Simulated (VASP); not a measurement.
# WS2 in VASP: notebook

WS2 is run at these levels: r2SCAN; tasks: single point.

Program: VASP 6.6.1. These are calculated values, not measurements. Logs are shortened: lines on timing, memory, paths and dates and some standing lists are left out, and cuts for length are marked.

## (1) The cell of the first run

The cell holds a slab with vacuum, 9 atoms: a = 3.134 Å, b = 3.134 Å, c = 28.929 Å, α = 90.00°, β = 90.00°, γ = 120.00°.

## (2) Single point, r2SCAN (biaxial strain in the a-b plane: -1.5 %, then relaxed in part)

The input, POSCAR:

```
WS2
1.0
    3.1337323589      0.0000000000      0.0000000000
   -1.5668661795      2.7138918315      0.0000000000
    0.0000000000      0.0000000000     28.9285611242
W S
3 6
Direct
    0.6666666667      0.3333333333      0.5000000000
    0.3333333333      0.6666666667      0.7274189339
    0.3333333333      0.6666666667      0.2725810661
    0.6666666667      0.3333333333      0.7818784314
    0.6666666667      0.3333333333      0.3270659619
    0.3333333333      0.6666666667      0.5544826962
    0.6666666667      0.3333333333      0.6729340381
    0.6666666667      0.3333333333      0.2181215686
    0.3333333333      0.6666666667      0.4455173038
```

The input, INCAR.step1:

```
ALGO = Normal
EDIFF = 1E-4
ENCUT = 520
GGA = PE
ISMEAR = 0
LASPH = T
LCHARG = F
LREAL = F
LWAVE = T
NBANDS = 49
NELM = 60
PREC = Accurate
SIGMA = 0.02
```

The input, INCAR.step2:

```
ALGO = Normal
EDIFF = 1E-7
ENCUT = 520
ISIF = 2
ISMEAR = 0
ISTART = 1
LASPH = T
LCHARG = F
LMIXTAU = T
LREAL = F
LWAVE = F
METAGGA = R2SCAN
NBANDS = 49
NELM = 60
PREC = Accurate
SIGMA = 0.02
```

The input, KPOINTS:

```
k-points
0
Gamma
  12 12 1
```

Potentials or basis: VASP PAW PBE potentials, release 64 (W_sv, S).

Run with:

```bash
$ cat potpaw_PBE.64/W_sv/POTCAR potpaw_PBE.64/S/POTCAR > POTCAR
$ cp INCAR.step1 INCAR
$ mpirun -np 1 vasp_std > vasp.out
$ cp INCAR.step2 INCAR
$ mpirun -np 1 vasp_std > vasp.out
```

OUTCAR:

```text
EDIFF = 1E-7
   ENCUT = 520
   ISIF = 2
   ISMEAR = 0
   ISTART = 1
   LASPH = T
   LREAL = F
   METAGGA = R2SCAN
   NELM = 60
   PREC = Accurate

 ion  position               nearest neighbor table
   1  0.667  0.333  0.500-   6 2.40   9 2.40   6 2.40   9 2.40   6 2.40   9 2.40
   2  0.333  0.667  0.727-   4 2.40   4 2.40   4 2.40   7 2.40   7 2.40   7 2.40
   3  0.333  0.667  0.273-   8 2.40   8 2.40   8 2.40   5 2.40   5 2.40   5 2.40
   4  0.667  0.333  0.782-   2 2.40   2 2.40   2 2.40
   5  0.667  0.333  0.327-   3 2.40   3 2.40   3 2.40
   6  0.333  0.667  0.554-   1 2.40   1 2.40   1 2.40
   7  0.667  0.333  0.673-   2 2.40   2 2.40   2 2.40
   8  0.667  0.333  0.218-   3 2.40   3 2.40   3 2.40
   9  0.333  0.667  0.446-   1 2.40   1 2.40   1 2.40

  LATTYP: Found a hexagonal cell.
 ALAT       =     3.1337323589
 C/A-ratio  =     9.2313439091

  Lattice vectors:

 A1 = (   3.1337323589,   0.0000000000,   0.0000000000)
 A2 = (  -1.5668661795,   2.7138918315,   0.0000000000)
 A3 = (   0.0000000000,   0.0000000000,  28.9285611242)

Analysis of symmetry for initial positions (statically):
=====================================================================
 Subroutine PRICEL returns:
 Original cell was already a primitive cell.

 Routine SETGRP: Setting up the symmetry group for a
 hexagonal supercell.

 Subroutine GETGRP returns: Found 12 space group operations
 (whereof 12 operations were pure point group operations)
 out of a pool of 24 trial point group operations.

The static configuration has the point symmetry D_3h.

Analysis of symmetry for dynamics (positions and initial velocities):
=====================================================================
 Subroutine PRICEL returns:
 Original cell was already a primitive cell.

 Routine SETGRP: Setting up the symmetry group for a
 hexagonal supercell.

 Subroutine GETGRP returns: Found 12 space group operations
 (whereof 12 operations were pure point group operations)
 out of a pool of 24 trial point group operations.

The dynamic configuration has the point symmetry D_3h.

 Subroutine INISYM returns: Found 12 space group operations
 (whereof 12 operations are pure point group operations),
 and found     1 'primitive' translations

----------------------------------------------------------------------------------------

                                     Primitive cell

[... 104 lines left out ...]
   ISIF   =      2    stress and relaxation
   ISYM   =      2    0-nonsym 1-usesym 2-fastsym
   POTIM  = 0.5000    time-step for ionic-motion
   TEBEG  =    0.0;   TEEND  =   0.0 temperature during run
   PSTRESS=    0.0 pullay stress
   NELECT =      78.0000    total number of electrons
   NUPDOWN=      -1.0000    fix difference up-down
   EMIN   =  10.00;   EMAX   =-10.00  energy-range for DOS
   EFERMI =   0.00;   METHOD = LEGACY
   ISMEAR =     0;   SIGMA  =   0.02  broadening in eV -4-tet -1-fermi 0-gaus
   EFERMI_NEDOS =   21; number of points for ismear=-14 and -15
   IALGO  =     38    algorithm
   IMIX   =      4    mixing-type and parameters
     AMIX     =   0.40;   BMIX     =  1.00
     AMIX_MAG =   1.60;   BMIX_MAG =  1.00
  volume/ion in A,a.u.               =      27.34       184.47
  Fermi-wavevector in a.u.,A,eV,Ry     =   1.116296  2.109493 16.954441  1.246116
  Thomas-Fermi vector in A             =   2.252908
   LORBIT       =      0    0 simple, 1 ext, 2 COOP (PROOUT), +10 PAW based schemes
   METAGGA = R2SCAN    functional components
   LHFCALC =     F    Hartree Fock is set to
   AEXX    =    0.0000 exact exchange contribution
   IVDW    =     0    specifies the selected vdW correction
   LEPSILON=     F    determine dielectric tensor
   LRPA    =     F    only Hartree local field effects (RPA)
 non-spin polarized calculation
 Gauss-broadening in eV      SIGMA  =   0.02
  energy-cutoff  :      520.00
  volume of cell :      246.03
 maximum number of plane-waves:      6676
 NGX is ok and might be reduce to    24
   NGX = 11   NGY = 11   NGZ =107

 number of electron      77.9999990 magnetization

 Free energy of the ion-electron system (eV)
  ---------------------------------------------------
  ext. energy  EPLUGINS =         0.00000000
  ---------------------------------------------------
  free energy    TOTEN  =      -210.12582987 eV

  energy without entropy =     -210.12582987  energy(sigma->0) =     -210.12582987

 E-fermi :   2.8471     XC(G=0):  -7.8669

 val. band max:        2.5162169891   @ k =   0.0000   0.0000   0.0000
 cond. band min:       4.1854406415   @ k =   0.1667   0.1667   0.0000
 fundamental gap:      1.6692236524
 Fermi energy:         2.8470759770

 k-point     1 :       0.0000    0.0000    0.0000
  band No.  band energies     occupation
      1     -73.6265      2.00000
      2     -73.6258      2.00000
      3     -73.6258      2.00000
      4     -37.2532      2.00000
      5     -37.2522      2.00000
      6     -37.2522      2.00000
[... 977 lines left out ...]
     48       6.6478      0.00000
     49       8.3278      0.00000

------------------------ aborting loop because EDIFF is reached ----------------------------------------

  FORCE on cell =-STRESS in cart. coord.  units (eV):
  Direction    XX          YY          ZZ          XY          YZ          ZX
  --------------------------------------------------------------------------------------
  -------------------------------------------------------------------------------------
  Total        5.0855136      5.0855136      0.1372003     -0.0000000     -0.0000000     -0.0000000
  in kB       33.1180022     33.1180022      0.8934789     -0.0000000     -0.0000000     -0.0000000
  external PRESSURE =      22.3764944 kB  Pullay stress =       0.0000000 kB

 VOLUME and BASIS-vectors are now :
 -----------------------------------------------------------------------------
  energy-cutoff  :      520.00
  volume of cell :      246.03
      direct lattice vectors                 reciprocal lattice vectors
     3.133732359  0.000000000  0.000000000     0.319108298  0.184237262  0.000000000
    -1.566866180  2.713891831  0.000000000     0.000000000  0.368474524  0.000000000
     0.000000000  0.000000000 28.928561124     0.000000000  0.000000000  0.034567914

 POSITION                                       TOTAL-FORCE (eV/Angst)
 -----------------------------------------------------------------------------------
      1.56687      0.90463     14.46428         0.000000      0.000000      0.000000
     -0.00000      1.80926     21.04318         0.000000     -0.000000     -0.000290
     -0.00000      1.80926      7.88538        -0.000000      0.000000      0.000290
      1.56687      0.90463     22.61862        -0.000000      0.000000      0.023753
      1.56687      0.90463      9.46155        -0.000000      0.000000      0.023639
     -0.00000      1.80926     16.04039         0.000000      0.000000      0.022963
      1.56687      0.90463     19.46701        -0.000000      0.000000     -0.023639
      1.56687      0.90463      6.30994        -0.000000     -0.000000     -0.023753
     -0.00000      1.80926     12.88817         0.000000     -0.000000     -0.022963
 -----------------------------------------------------------------------------------
    total drift:                                0.000000     -0.000000     -0.000000

  FREE ENERGIE OF THE ION-ELECTRON SYSTEM (eV)
  ---------------------------------------------------
  free  energy   TOTEN  =      -210.1258298712 eV

  energy  without entropy=     -210.1258298712  energy(sigma->0) =     -210.12582987
```

OSZICAR.step1:

```text
N       E                     dE             d eps       ncg     rms          rms(c)
DAV:   1     0.793020751575E+03    0.79302E+03   -0.42081E+04  2150   0.148E+03
DAV:   2    -0.163738282569E+02   -0.80939E+03   -0.78433E+03  2245   0.398E+02
DAV:   3    -0.727885379291E+02   -0.56415E+02   -0.55461E+02  2330   0.996E+01
DAV:   4    -0.748177221713E+02   -0.20292E+01   -0.20168E+01  2428   0.192E+01
DAV:   5    -0.748841618660E+02   -0.66440E-01   -0.66366E-01  2562   0.352E+00    0.480E+01
DAV:   6    -0.714432822762E+02    0.34409E+01   -0.15382E+01  2248   0.202E+01    0.211E+01
DAV:   7    -0.711201668893E+02    0.32312E+00   -0.47705E+00  2164   0.888E+00    0.761E+00
DAV:   8    -0.709100468485E+02    0.21012E+00   -0.76762E-01  2319   0.472E+00    0.233E+00
DAV:   9    -0.709146646030E+02   -0.46178E-02   -0.10671E-01  2465   0.134E+00    0.143E+00
DAV:  10    -0.709090519023E+02    0.56127E-02   -0.41475E-02  2303   0.109E+00    0.356E-01
DAV:  11    -0.709086176113E+02    0.43429E-03   -0.38865E-03  2340   0.341E-01    0.142E-01
DAV:  12    -0.709085318311E+02    0.85780E-04   -0.32809E-04  1888   0.961E-02
   1 F= -.70908532E+02 E0= -.70908532E+02  d E =-.120464E-50
```

Wall time 23 min (1 thread of Intel Xeon Platinum 8375C at 2.90GHz (Ice Lake), shared host); peak memory 0.47 GiB.

What came out:

- Free energy: -210.1258 eV
- Largest force: 0.024 eV/Å
- Band gap on the k mesh: 1.67 eV (least direct gap 2.12 eV)

Forces on the atoms (eV/Å):
```
W    0.000  0.000  0.000
W    0.000  0.000  0.000
W    0.000  0.000  0.000
S    0.000  0.000  0.024
S    0.000  0.000  0.024
S    0.000  0.000  0.023
S    0.000  0.000 -0.024
S    0.000  0.000 -0.024
S    0.000  0.000 -0.023
```

Levels at points of the mesh, in eV from the valence-band top:
```tsv
k point	band 36	band 37	band 38	band 39	band 40	band 41	band 42	band 43
(0.00, 0.00, 0.00)	-1.87	-0.69	-0.31	0.00	2.95	2.95	2.96	2.96
(0.50, 0.00, 0.00)	-1.50	-1.31	-1.28	-1.26	2.99	2.99	3.00	3.30
```

Caveat: the cell differs from its parent crystal (biaxial strain in the a-b plane: -1.5 %, then relaxed in part); there is no dipole correction, which matters where the two faces differ; the PAW data sets were made with another functional, which shifts forces and pressure a little; spin-orbit coupling is left out, which moves the levels of the heavy elements.

## (3) Single point, r2SCAN (biaxial strain in the a-b plane: -1.5 %)

The input, POSCAR:

```
WS2
1.0
    3.1337323589      0.0000000000      0.0000000000
   -1.5668661795      2.7138918315      0.0000000000
    0.0000000000      0.0000000000     28.9544634796
W S
3 6
Direct
    0.6666666667      0.3333333333      0.5000000000
    0.3333333333      0.6666666667      0.7277660964
    0.3333333333      0.6666666667      0.2722339036
    0.6666666667      0.3333333333      0.7820924039
    0.6666666667      0.3333333333      0.3266133309
    0.3333333333      0.6666666667      0.5543463681
    0.6666666667      0.3333333333      0.6733866691
    0.6666666667      0.3333333333      0.2179075961
    0.3333333333      0.6666666667      0.4456536319
```

The input, INCAR.step1:

```
PREC = Accurate ; ENCUT = 520
ISMEAR = 0 ; SIGMA = 0.02
LREAL = F ; LASPH = T
NELM = 60 ; NBANDS = 49
GGA = PE ; ALGO = Normal
EDIFF = 1E-4 ; LWAVE = T
LCHARG = F
```

The input, INCAR.step2:

```
PREC = Accurate ; ENCUT = 520
EDIFF = 1E-7 ; ISMEAR = 0
SIGMA = 0.02 ; LREAL = F
LASPH = T ; NELM = 60
ALGO = Normal ; ISIF = 2
LWAVE = F ; LCHARG = T
METAGGA = R2SCAN ; LMIXTAU = T
LELF = T ; LVHAR = T
NBANDS = 49 ; ISTART = 1
```

The input, KPOINTS:

```
regular mesh
0
Gamma
  12 12 1
```

Potentials or basis: VASP PAW PBE potentials, release 64 (W_sv, S).

Run with:

```bash
$ cat potpaw_PBE.64/W_sv/POTCAR potpaw_PBE.64/S/POTCAR > POTCAR
$ cp INCAR.step1 INCAR
$ mpirun -np 1 vasp_std > vasp.out
$ cp INCAR.step2 INCAR
$ mpirun -np 1 vasp_std > vasp.out
```

OUTCAR:

```text
PREC = Accurate
   ENCUT = 520
   EDIFF = 1E-7
   ISMEAR = 0
   LREAL = F
   LASPH = T
   NELM = 60
   ISIF = 2
   METAGGA = R2SCAN
   ISTART = 1

 ion  position               nearest neighbor table
   1  0.667  0.333  0.500-   6 2.40   9 2.40   6 2.40   9 2.40   6 2.40   9 2.40
   2  0.333  0.667  0.728-   4 2.40   4 2.40   4 2.40   7 2.40   7 2.40   7 2.40
   3  0.333  0.667  0.272-   8 2.40   8 2.40   8 2.40   5 2.40   5 2.40   5 2.40
   4  0.667  0.333  0.782-   2 2.40   2 2.40   2 2.40
   5  0.667  0.333  0.327-   3 2.40   3 2.40   3 2.40
   6  0.333  0.667  0.554-   1 2.40   1 2.40   1 2.40
   7  0.667  0.333  0.673-   2 2.40   2 2.40   2 2.40
   8  0.667  0.333  0.218-   3 2.40   3 2.40   3 2.40
   9  0.333  0.667  0.446-   1 2.40   1 2.40   1 2.40

  LATTYP: Found a hexagonal cell.
 ALAT       =     3.1337323589
 C/A-ratio  =     9.2396095657

  Lattice vectors:

 A1 = (   3.1337323589,   0.0000000000,   0.0000000000)
 A2 = (  -1.5668661795,   2.7138918315,   0.0000000000)
 A3 = (   0.0000000000,   0.0000000000,  28.9544634796)

Analysis of symmetry for initial positions (statically):
=====================================================================
 Subroutine PRICEL returns:
 Original cell was already a primitive cell.

 Routine SETGRP: Setting up the symmetry group for a
 hexagonal supercell.

 Subroutine GETGRP returns: Found 12 space group operations
 (whereof 12 operations were pure point group operations)
 out of a pool of 24 trial point group operations.

The static configuration has the point symmetry D_3h.

Analysis of symmetry for dynamics (positions and initial velocities):
=====================================================================
 Subroutine PRICEL returns:
 Original cell was already a primitive cell.

 Routine SETGRP: Setting up the symmetry group for a
 hexagonal supercell.

 Subroutine GETGRP returns: Found 12 space group operations
 (whereof 12 operations were pure point group operations)
 out of a pool of 24 trial point group operations.

[... 134 lines left out ...]
   LHFCALC =     F    Hartree Fock is set to
   AEXX    =    0.0000 exact exchange contribution
   IVDW    =     0    specifies the selected vdW correction
   LEPSILON=     F    determine dielectric tensor
   LRPA    =     F    only Hartree local field effects (RPA)
 non-spin polarized calculation
 Gauss-broadening in eV      SIGMA  =   0.02
  energy-cutoff  :      520.00
  volume of cell :      246.25
 maximum number of plane-waves:      6680
 NGX is ok and might be reduce to    24
   NGX = 11   NGY = 11   NGZ =107

 number of electron      77.9999990 magnetization

 Free energy of the ion-electron system (eV)
  ---------------------------------------------------
  ext. energy  EPLUGINS =         0.00000000
  ---------------------------------------------------
  free energy    TOTEN  =      -210.12516368 eV

  energy without entropy =     -210.12516368  energy(sigma->0) =     -210.12516368

 E-fermi :   2.6024     XC(G=0):  -7.8619

 val. band max:        2.5079463968   @ k =   0.0000   0.0000   0.0000
 cond. band min:       4.1879531517   @ k =   0.1667   0.1667   0.0000
 fundamental gap:      1.6800067549
 Fermi energy:         2.6024390383

 k-point     1 :       0.0000    0.0000    0.0000
  band No.  band energies     occupation
      1     -73.6323      2.00000
      2     -73.6316      2.00000
      3     -73.6316      2.00000
      4     -37.2604      2.00000
      5     -37.2591      2.00000
      6     -37.2591      2.00000
[... 977 lines left out ...]
     48       6.6489      0.00000
     49       8.3479      0.00000

------------------------ aborting loop because EDIFF is reached ----------------------------------------

  FORCE on cell =-STRESS in cart. coord.  units (eV):
  Direction    XX          YY          ZZ          XY          YZ          ZX
  --------------------------------------------------------------------------------------
  -------------------------------------------------------------------------------------
  Total        5.2382654      5.2382654      0.5526648     -0.0000000      0.0000000      0.0000000
  in kB       34.0822394     34.0822394      3.5958572     -0.0000000      0.0000000      0.0000000
  external PRESSURE =      23.9201120 kB  Pullay stress =       0.0000000 kB

 VOLUME and BASIS-vectors are now :
 -----------------------------------------------------------------------------
  energy-cutoff  :      520.00
  volume of cell :      246.25
      direct lattice vectors                 reciprocal lattice vectors
     3.133732359  0.000000000  0.000000000     0.319108298  0.184237262  0.000000000
    -1.566866180  2.713891831  0.000000000     0.000000000  0.368474524  0.000000000
     0.000000000  0.000000000 28.954463480     0.000000000  0.000000000  0.034536989

 POSITION                                       TOTAL-FORCE (eV/Angst)
 -----------------------------------------------------------------------------------
      1.56687      0.90463     14.47723         0.000000     -0.000000      0.000000
     -0.00000      1.80926     21.07208        -0.000000      0.000000     -0.015135
     -0.00000      1.80926      7.88239        -0.000000      0.000000      0.015135
      1.56687      0.90463     22.64507        -0.000000     -0.000000      0.074125
      1.56687      0.90463      9.45691         0.000000     -0.000000      0.061807
     -0.00000      1.80926     16.05080         0.000000     -0.000000      0.078808
      1.56687      0.90463     19.49755         0.000000     -0.000000     -0.061807
      1.56687      0.90463      6.30940         0.000000     -0.000000     -0.074125
     -0.00000      1.80926     12.90366         0.000000     -0.000000     -0.078808
 -----------------------------------------------------------------------------------
    total drift:                                0.000000     -0.000000      0.000000

  FREE ENERGIE OF THE ION-ELECTRON SYSTEM (eV)
  ---------------------------------------------------
  free  energy   TOTEN  =      -210.1251636791 eV

  energy  without entropy=     -210.1251636791  energy(sigma->0) =     -210.12516368
```

OUTCAR.step1:

```text
PREC = Accurate
   ENCUT = 520
   ISMEAR = 0
   LREAL = F
[... 1230 lines left out ...]
     -0.00000      1.80926     16.05080         0.000000     -0.000000      0.308904
      1.56687      0.90463     19.49755        -0.000000     -0.000000     -0.291365
      1.56687      0.90463      6.30940        -0.000000      0.000000     -0.352061
     -0.00000      1.80926     12.90366         0.000000     -0.000000     -0.308904
 -----------------------------------------------------------------------------------
    total drift:                               -0.000000      0.000000      0.000000

  FREE ENERGIE OF THE ION-ELECTRON SYSTEM (eV)
  ---------------------------------------------------
  free  energy   TOTEN  =       -70.9061858849 eV

  energy  without entropy=      -70.9061858849  energy(sigma->0) =      -70.90618588
```

Run time: 20 min. Hardware: 1 thread of Intel Xeon Platinum 8375C at 2.90GHz (Ice Lake), shared host; peak memory 0.47 GiB.

What came out:

- Free energy: -210.1252 eV
- Largest force: 0.079 eV/Å
- Band gap on the k mesh: 1.68 eV (least direct gap 2.11 eV)

Forces on the atoms (eV/Å):
```
W    0.000  0.000  0.000
W    0.000  0.000 -0.015
W    0.000  0.000  0.015
S    0.000  0.000  0.074
S    0.000  0.000  0.062
S    0.000  0.000  0.079
S    0.000  0.000 -0.062
S    0.000  0.000 -0.074
S    0.000  0.000 -0.079
```

Caveat: the cell differs from its parent crystal (biaxial strain in the a-b plane: -1.5 %); there is no dipole correction, which matters where the two faces differ; the PAW data sets were made with another functional, which shifts forces and pressure a little; spin-orbit coupling is left out, which moves the levels of the heavy elements.
